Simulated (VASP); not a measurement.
# Al in VASP: further runs

Al is run at these levels: PBEsol+D3(BJ); tasks: single point.

Program: VASP 6.6.1. These are calculated values, not measurements. Logs are shortened: lines on timing, memory, paths and dates and some standing lists are left out, and cuts for length are marked.

**1. The cell of the first run**

It takes space group P-3m1 (No. 164, trigonal). The conventional cell has a = 2.812 Å, b = 2.812 Å, c = 4.867 Å, α = 90.00°, β = 90.00°, γ = 120.00°. Al (site symmetry 3m) has 12 Al at 2.81 to 3.01 Å within 3.7 Å.

**2. Single point, PBEsol+D3(BJ) (atom 1 (Al) moved by (+0.000, -0.100) A along y and z)**

Contents of INCAR:

```
ALGO     = Normal         # electronic algorithm
EDIFF    = 1E-7           # SCF threshold, eV
ENCUT    = 520            # plane-wave cutoff, eV
GGA      = PS             # functional
ISIF     = 2              # what is computed and relaxed
ISMEAR   = 0              # smearing method
IVDW     = 12             # dispersion correction
LASPH    = True           # aspherical terms in the spheres
LCHARG   = False          # write CHGCAR
LREAL    = False          # projectors in reciprocal space
LWAVE    = False          # write WAVECAR
NBANDS   = 10             # bands
NELM     = 100            # most SCF steps
PREC     = Accurate       # precision mode
SIGMA    = 0.15           # smearing width, eV
```

Contents of KPOINTS:

```
k-points
0
Gamma
  18 18 10
```

Contents of POSCAR:

```
Al
1.0
    2.8124553515      0.0000000000      0.0000000000
   -1.4062276757      2.4356577814      0.0000000000
    0.0000000000      0.0000000000      4.8668500000
Al
2
Direct
    0.6666666667      0.3333333333      0.7294528288
    0.3333333333      0.6666666667      0.2500000000
```

Potentials or basis: VASP PAW PBE potentials, release 64 (Al).

On the command line:

```console
> cat potpaw_PBE.64/Al/POTCAR > POTCAR
> mpirun -np 1 vasp_std > vasp.out
```

OUTCAR:

```text
EDIFF = 1E-7
   ENCUT = 520
   GGA = PS
   ISIF = 2
   ISMEAR = 0
   IVDW = 12
   LASPH = True
   LREAL = False
   NELM = 100
   PREC = Accurate
 IVDW          = 12

 ion  position               nearest neighbor table
   1  0.667  0.333  0.729-   2 2.84   2 2.84   2 2.84   2 3.01   2 3.01   2 3.01
   2  0.333  0.667  0.250-   1 2.84   1 2.84   1 2.84   1 3.01   1 3.01   1 3.01

  LATTYP: Found a hexagonal cell.
 ALAT       =     2.8124553515
 C/A-ratio  =     1.7304630267

  Lattice vectors:

 A1 = (   2.8124553515,   0.0000000000,   0.0000000000)
 A2 = (  -1.4062276757,   2.4356577814,   0.0000000000)
 A3 = (   0.0000000000,   0.0000000000,   4.8668500000)

Analysis of symmetry for initial positions (statically):
=====================================================================
 Subroutine PRICEL returns:
 Original cell was already a primitive cell.

 Routine SETGRP: Setting up the symmetry group for a
 hexagonal supercell.

 Subroutine GETGRP returns: Found 12 space group operations
 (whereof  6 operations were pure point group operations)
 out of a pool of 24 trial point group operations.

The static configuration has the point symmetry C_3v.
 The point group associated with its full space group is D_3d.

Analysis of symmetry for dynamics (positions and initial velocities):
=====================================================================
 Subroutine PRICEL returns:
 Original cell was already a primitive cell.

 Routine SETGRP: Setting up the symmetry group for a
 hexagonal supercell.

 Subroutine GETGRP returns: Found 12 space group operations
 (whereof  6 operations were pure point group operations)
 out of a pool of 24 trial point group operations.

The dynamic configuration has the point symmetry C_3v.
 The point group associated with its full space group is D_3d.

 Subroutine INISYM returns: Found 12 space group operations
 (whereof  6 operations are pure point group operations),
 and found     1 'primitive' translations

----------------------------------------------------------------------------------------

                                     Primitive cell

  volume of cell :      33.3388

  direct lattice vectors                    reciprocal lattice vectors
     2.812455352  0.000000000  0.000000000     0.355561200  0.205283355  0.000000000
    -1.406227676  2.435657781  0.000000000     0.000000000  0.410566709  0.000000000
     0.000000000  0.000000000  4.866850000     0.000000000  0.000000000  0.205471712

  length of vectors
     2.812455352  2.812455351  4.866850000     0.410566709  0.410566709  0.205471712

  position of ions in fractional coordinates (direct lattice)
     0.666666667  0.333333333  0.729452829
     0.333333333  0.666666667  0.250000000

  ion indices of the primitive-cell ions
   primitive index   ion index
                 1           1
                 2           2

----------------------------------------------------------------------------------------

 KPOINTS: k-points

Automatic generation of k-mesh.
 Grid dimensions read from file:
 generate k-points for:   18   18   10

 Generating k-lattice:

  Cartesian coordinates                     Fractional coordinates (reciprocal lattice)
     0.019753400  0.011404631  0.000000000     0.055555556  0.000000000  0.000000000
     0.000000000  0.022809262  0.000000000     0.000000000  0.055555556  0.000000000
     0.000000000  0.000000000  0.020547171     0.000000000  0.000000000  0.100000000

  Length of vectors
     0.022809262  0.022809262  0.020547171

  Shift w.r.t. Gamma in fractional coordinates (k-lattice)
     0.000000000  0.000000000  0.000000000

 Subroutine IBZKPT returns following result:
 ===========================================

 Found    330 irreducible k-points:

 Following reciprocal coordinates:
            Coordinates               Weight
  0.000000  0.000000  0.000000      1.000000
  0.055556  0.000000  0.000000      6.000000
  0.111111  0.000000  0.000000      6.000000
  0.166667  0.000000  0.000000      6.000000
  0.222222  0.000000  0.000000      6.000000
  0.277778  0.000000  0.000000      6.000000
[... 16 lines left out ...]
  0.333333  0.111111  0.000000     12.000000
  0.388889  0.111111  0.000000     12.000000
 [... further k-points ...]
   k-points           NKPTS =    330   k-points in BZ     NKDIM =    330   number of bands    NBANDS=     10
   number of dos      NEDOS =    301   number of ions     NIONS =      2
   total plane-waves  NPLWV =  20736
   dimension x,y,z NGX =    24 NGY =   24 NGZ =   36
   dimension x,y,z NGXF=    48 NGYF=   48 NGZF=   72
   ions per type =               2
   NGX,Y,Z   is equivalent  to a cutoff of  14.19, 14.19, 12.30 a.u.
   NGXF,Y,Z  is equivalent  to a cutoff of  28.37, 28.37, 24.59 a.u.
 SYSTEM =  unknown system
   PREC   = accura    normal or accurate (medium, high low for compatibility)
   ISTART =      0    job   : 0-new  1-cont  2-samecut
   ICHARG =      2    charge: 1-file 2-atom 10-const
   ISPIN  =      1    spin polarized calculation?
   LNONCOLLINEAR =      F non collinear calculations
   LSORBIT =      F    spin-orbit coupling
   LASPH  =      T    aspherical Exc in radial PAW
   ENCUT  =  520.0 eV  38.22 Ry    6.18 a.u.   5.23  5.23  9.05*2*pi/ulx,y,z
   NELM   =    100;   NELMIN=  2; NELMDL= -5     # of ELM steps
   EDIFF  = 0.1E-06   stopping-criterion for ELM
   LREAL  =      F    real-space projection
   EDIFFG = 0.1E-05   stopping-criterion for IOM
   NSW    =      0    number of steps for IOM
   IBRION =     -1    ionic relax: 0-MD 1-quasi-New 2-CG
   NFREE  =      0    steps in history (QN), initial steepest desc. (CG)
   ISIF   =      2    stress and relaxation
   ISYM   =      2    0-nonsym 1-usesym 2-fastsym
   POTIM  = 0.5000    time-step for ionic-motion
   TEBEG  =    0.0;   TEEND  =   0.0 temperature during run
   PSTRESS=    0.0 pullay stress
   NELECT =       6.0000    total number of electrons
   NUPDOWN=      -1.0000    fix difference up-down
   EMIN   =  10.00;   EMAX   =-10.00  energy-range for DOS
   EFERMI =   0.00;   METHOD = LEGACY
   ISMEAR =     0;   SIGMA  =   0.15  broadening in eV -4-tet -1-fermi 0-gaus
   EFERMI_NEDOS =   21; number of points for ismear=-14 and -15
   IALGO  =     38    algorithm
   IMIX   =      4    mixing-type and parameters
     AMIX     =   0.40;   BMIX     =  1.00
     AMIX_MAG =   1.60;   BMIX_MAG =  1.00
  volume/ion in A,a.u.               =      16.67       112.49
  Fermi-wavevector in a.u.,A,eV,Ry     =   0.924291  1.746656 11.623640  0.854313
  Thomas-Fermi vector in A             =   2.050021
   LORBIT       =      0    0 simple, 1 ext, 2 COOP (PROOUT), +10 PAW based schemes
   GGA     = PS    functional components
   LHFCALC =     F    Hartree Fock is set to
   AEXX    =    0.0000 exact exchange contribution
   IVDW    =    12    specifies the selected vdW correction
   LEPSILON=     F    determine dielectric tensor
   LRPA    =     F    only Hartree local field effects (RPA)
 non-spin polarized calculation
 Gauss-broadening in eV      SIGMA  =   0.15
  energy-cutoff  :      520.00
  volume of cell :       33.34
 maximum number of plane-waves:       920
 NGX is ok and might be reduce to    24
   NGX = 11   NGY = 11   NGZ = 19

 number of electron       6.0000000 magnetization

 Free energy of the ion-electron system (eV)
  ---------------------------------------------------
  ext. energy  EPLUGINS =         0.00000000
  ---------------------------------------------------
  free energy    TOTEN  =        -8.09173333 eV

  energy without entropy =       -8.08209259  energy(sigma->0) =       -8.08691296

 E-fermi :   7.8133     XC(G=0): -10.2160

 val. band max:        7.8117876695   @ k =   0.3889   0.1667   0.2000
 cond. band min:       7.8188275541   @ k =   0.3333   0.2222   0.3000
 fundamental gap:      0.0070398846
 Fermi energy:         7.8132717501

 k-point     1 :       0.0000    0.0000    0.0000
  band No.  band energies     occupation
      1      -3.2415      2.00000
      2       2.7813      2.00000
      3       3.0263      2.00000
      4      18.9922      0.00000
      5      19.2200      0.00000
      6      19.2200      0.00000
      7      19.4501      0.00000
      8      19.4501      0.00000
      9      20.1426      0.00000
     10      22.6143      0.00000

 k-point     2 :       0.0556    0.0000    0.0000
  band No.  band energies     occupation
      1      -3.1645      2.00000
      2       2.8567      2.00000
      3       3.0982      2.00000
      4      17.4823      0.00000
      5      18.2178      0.00000
      6      18.8629      0.00000
      7      19.9882      0.00000
      8      20.2558      0.00000
      9      20.5738      0.00000
     10      22.5070      0.00000

 k-point     3 :       0.1111    0.0000    0.0000
  band No.  band energies     occupation
      1      -2.9339      2.00000
      2       3.0824      2.00000
      3       3.3137      2.00000
      4      15.3803      0.00000
      5      17.2393      0.00000
      6      18.3022      0.00000
      7      19.7152      0.00000
      8      20.2461      0.00000
      9      21.3334      0.00000
     10      21.5053      0.00000

 k-point     4 :       0.1667    0.0000    0.0000
  band No.  band energies     occupation
      1      -2.5504      2.00000
      2       3.4559      2.00000
      3       3.6730      2.00000
      4      13.2827      0.00000
      5      16.3909      0.00000
      6      17.4153      0.00000
      7      18.6447      0.00000
      8      19.0502      0.00000
      9      20.7758      0.00000
     10      21.1016      0.00000
[... 222 lines left out ...]
 k-point    22 :       0.2778    0.1111    0.0000
  band No.  band energies     occupation
      1      -0.2724      2.00000
      2       5.5584      2.00000
      3       5.8257      2.00000
      4       7.8735      0.56992
      5      11.4775      0.00000
      6      13.6202      0.00000
      7      13.7048      0.00000
      8      17.2193      0.00000
      9      17.6611      0.00000
     10      19.2860      0.00000

 k-point    23 :       0.3333    0.1111    0.0000
  band No.  band energies     occupation
      1       0.7024      2.00000
      2       5.7106      2.00000
      3       6.7530      2.00000
      4       6.9872      2.00000
      5      10.8999      0.00000
      6      11.9997      0.00000
      7      12.4043      0.00000
      8      16.9159      0.00000
      9      17.2804      0.00000
     10      18.9948      0.00000

 k-point    24 :       0.3889    0.1111    0.0000
  band No.  band energies     occupation
      1       1.8168      2.00000
      2       4.4243      2.00000
      3       7.7770      1.26781
      4       7.8040      1.06957
      5      10.0445      0.00000
      6      10.5274      0.00000
      7      11.6567      0.00000
      8      16.7315      0.00000
      9      17.0542      0.00000
     10      18.8131      0.00000

 [... further k-points ...]

------------------------ aborting loop because EDIFF is reached ----------------------------------------

 Edisp (eV)   -0.62823

 E8    (eV) :    -0.4230

  FORCE on cell =-STRESS in cart. coord.  units (eV):
  Direction    XX          YY          ZZ          XY          YZ          ZX
  --------------------------------------------------------------------------------------
  -------------------------------------------------------------------------------------
  Total      -0.70535    -0.70535    -1.10917    -0.00000    -0.00000    -0.00000
  in kB     -33.89748   -33.89748   -53.30385    -0.00000    -0.00000    -0.00000
  external pressure =      -40.37 kB  Pullay stress =        0.00 kB

 VOLUME and BASIS-vectors are now :
 -----------------------------------------------------------------------------
  energy-cutoff  :      520.00
  volume of cell :       33.34
      direct lattice vectors                 reciprocal lattice vectors
     2.812455352  0.000000000  0.000000000     0.355561200  0.205283355  0.000000000
    -1.406227676  2.435657781  0.000000000     0.000000000  0.410566709  0.000000000
     0.000000000  0.000000000  4.866850000     0.000000000  0.000000000  0.205471712

 POSITION                                       TOTAL-FORCE (eV/Angst)
 -----------------------------------------------------------------------------------
      1.40623      0.81189      3.55014         0.000000     -0.000000      0.385926
     -0.00000      1.62377      1.21671        -0.000000      0.000000     -0.385926
 -----------------------------------------------------------------------------------
    total drift:                                0.000000     -0.000000      0.000001

  FREE ENERGIE OF THE ION-ELECTRON SYSTEM (eV)
  ---------------------------------------------------
  free  energy   TOTEN  =        -8.7199671502 eV

  energy  without entropy=       -8.7103264175  energy(sigma->0) =       -8.71514678
```

Run time: 2.5 min. Hardware: 1 thread of Intel Xeon 6975P-C, shared host; peak memory 0.23 GiB.

What came out:

```yaml
Free_energy: -8.7200 eV
Pressure: -4.0 GPa
Largest_force: 0.386 eV/Å
Band_gap_on_the_k_mesh: zero (band 3 reaches 11.35 eV, above the bottom of band 4 at 4.85 eV)
Dispersion_energy_per_atom: -0.314 eV
```

Forces on the atoms (eV/Å):
```
Al   0.000  0.000  0.386
Al   0.000  0.000 -0.386
```

Stress tensor (GPa, compression positive):
```
-3.39  0.00  0.00
 0.00 -3.39  0.00
 0.00  0.00 -5.33
```

Levels at points of the mesh, in eV from the Fermi level:
```
           k point  band 1  band 2  band 3  band 4  band 5  band 6  band 7
(0.00, 0.00, 0.00)  -11.05   -5.03   -4.79   11.18   11.41   11.41   11.64
(0.50, 0.00, 0.00)   -5.02   -4.92    0.61    0.69    1.34    1.50    6.24
(0.00, 0.00, 0.50)   -9.75   -9.22    2.26    2.56   12.27   12.27   12.50
(0.50, 0.00, 0.50)   -3.90   -3.85   -2.98   -2.96    7.22    7.30    7.65
```

Caveat: the cell differs from its parent crystal (atom 1 (Al) moved by (+0.000, -0.100) A along y and z); the PAW data sets were made with another functional, which shifts forces and pressure a little; pairwise dispersion overbinds metals, which lowers pressure and volume.

**3. Single point, PBEsol+D3(BJ) (atom 1 (Al) moved by (+0.100, +0.000) A along y and z)**

Contents of INCAR:

```
SYSTEM = Al
PREC = Accurate
ENCUT = 520
EDIFF = 1E-7
ISMEAR = 0
SIGMA = 0.15
LREAL = .False.
LASPH = .True.
NELM = 60
ALGO = Fast
ISIF = 2
LWAVE = .False.
LCHARG = .False.
GGA = PS
IVDW = 12
NBANDS = 10
```

Contents of KPOINTS:

```
Automatic mesh
0
Gamma
  18 18 10
  0 0 0
```

Changes to POSCAR since step 2:

```diff
@@ -8,3 +8,3 @@
 Direct
-    0.6666666667      0.3333333333      0.7294528288
+    0.6871950021      0.3743900043      0.7500000000
     0.3333333333      0.6666666667      0.2500000000
```

Potentials or basis: VASP PAW PBE potentials, release 64 (Al).

On the command line:

```console
> cat potpaw_PBE.64/Al/POTCAR > POTCAR
> mpirun -np 1 vasp_std > vasp.out
```

Wall time 4.7 min (1 thread of Intel Xeon 6975P-C, shared host); peak memory 0.27 GiB.

Results (log left out):

```
Free energy                : -8.7358 eV
Pressure                   : -4.3 GPa
Largest force              : 0.068 eV/Å
Band gap on the k mesh     : zero (band 3 reaches 11.56 eV, above the bottom of band 4 at 4.72 eV)
Dispersion energy per atom : -0.314 eV
```

Forces in eV/Å, atoms in the order of the input:
```
Al   0.000 -0.068  0.000
Al   0.000  0.068  0.000
```

Stress tensor (GPa, compression positive):
```
-3.68  0.00  0.00
 0.00 -3.64  0.00
 0.00  0.00 -5.68
```

Levels at points of the mesh, in eV from the Fermi level:
```tsv
k point	band 1	band 2	band 3	band 4	band 5	band 6
(0.00, 0.00, 0.00)	-11.04	-5.04	-4.81	11.04	11.41	11.59
(0.50, 0.00, 0.00)	-5.00	-4.91	0.68	0.68	1.32	1.39
(0.00, 0.50, 0.00)	-5.01	-4.89	0.53	0.53	1.43	1.58
(0.00, 0.00, 0.50)	-9.49	-9.49	2.40	2.40	12.47	12.47
(0.50, 0.00, 0.50)	-3.80	-3.80	-3.05	-3.05	7.38	7.38
(0.00, 0.50, 0.50)	-3.76	-3.76	-3.10	-3.10	7.49	7.49
```

Caveat: the cell differs from its parent crystal (atom 1 (Al) moved by (+0.100, +0.000) A along y and z); the PAW data sets were made with another functional, which shifts forces and pressure a little; pairwise dispersion overbinds metals, which lowers pressure and volume.
